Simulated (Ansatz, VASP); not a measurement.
## Two plane-wave programs on Ti

```
Ti
1.0
     2.89096    0.00000    0.00000
    -1.44548    2.50365    0.00000
     0.00000    0.00000    4.57678
Ti
2
Direct
  0.33333 0.66667 0.25000
  0.66667 0.33333 0.75000
```

Alike in both runs: functional PBEsol; dispersion D4; k mesh 18 × 18 × 10; occupations gaussian, width 0.1 eV; no spin polarisation.

Ansatz relaxed the structure, and its values are those at the end. VASP's run is a single point on that final structure, the one shown.

|  | VASP | Ansatz |
| --- | --- | --- |
| version | VASP 6.6.1 | Ansatz 0.2.0 |
| potentials or method | VASP PAW PBE potentials, release 64 (Ti_sv), cutoff 500 eV | scalar-relativistic, plane waves, PAW |
| valence electrons in the cell | 24 | 24 |

```tsv
	VASP	Ansatz	Ansatz less VASP
gap on the k mesh at the Fermi level (eV)	none	none	-
pressure (GPa)	-0.3	0.0	+0.27
```

VASP's potentials were made for PBE, not for PBEsol, and Ansatz warns of the same on its side. A gap of «none» marks a metal or a gap that the smearing closes.
